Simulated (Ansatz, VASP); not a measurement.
**SiC in VASP and in Ansatz**

```
CELL_PARAMETERS angstrom
3.07600 0.00000 0.00000
-1.53800 2.66389 0.00000
0.00000 0.00000 5.04800
ATOMIC_POSITIONS crystal
Si 0.33333 0.66667 0.00000
Si 0.66667 0.33333 0.50000
C 0.33333 0.66667 0.38500
C 0.66667 0.33333 0.88500
```

Alike in both runs: task single point; functional slater exchange, lda correlation; k mesh 6 × 6 × 3; no spin polarisation.

|  | VASP | Ansatz |
| --- | --- | --- |
| version | VASP 6.6.1 | Ansatz 0.2.0 |
| potentials or method | VASP PAW PBE potentials, release 64 (Si, C), cutoff 600 eV | plane waves, PAW |
| occupations | gaussian, width 0.01 eV | fixed |
| valence electrons in the cell | 16 | 16 |

VASP gave:

| Quantity | Value |
| --- | --- |
| gap on the k mesh at the Fermi level (eV) | 2.20 |

Problem. Which values does Ansatz return?

Solution. gap on the k mesh at the Fermi level (eV): 2.21.

VASP's potentials were made for PBE, not for slater exchange, lda correlation.
